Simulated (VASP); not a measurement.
Bi, 1 atom in the cell. The structure is orthorhombic, space group Fmmm (No. 69). Conventional cell: a = 2.990 Å, b = 12.261 Å, c = 12.743 Å, α = 90.00°, β = 90.00°, γ = 90.00°. Within 3.9 Å of Bi (site symmetry mmm) lie 2 Bi at 2.99 Å.  This cell differs from its parent crystal: strained.

```yaml
Program: VASP 6.6.1
Task: single point
Functional: PBE
Potentials_or_basis: VASP PAW PBE potentials, release 64 (Bi_d)
Cutoff: 520 eV
k_mesh: 14 × 14 × 14
Occupations: gaussian, width 0.1 eV
Spin: no spin polarisation
Dipole_correction: no
Further_INCAR_settings: ALGO = Fast; EDIFF = 1e-07; NBANDS = 14
```

Potentials or basis: VASP PAW PBE potentials, release 64 (Bi_d).

Launch:

```sh
$ cat potpaw_PBE.64/Bi_d/POTCAR > POTCAR
$ mpirun -np 1 vasp_std > vasp.out
```

Hardware: 1 thread of Oxide Virtual Turin-like Processor, on a shared host.

**Question.** Estimate the wall time of this run.

**Answer.** Wall time 30 min on 1 thread of Oxide Virtual Turin-like Processor (shared host), peak memory 0.78 GiB. Counts: scf iterations 13, k points 428.
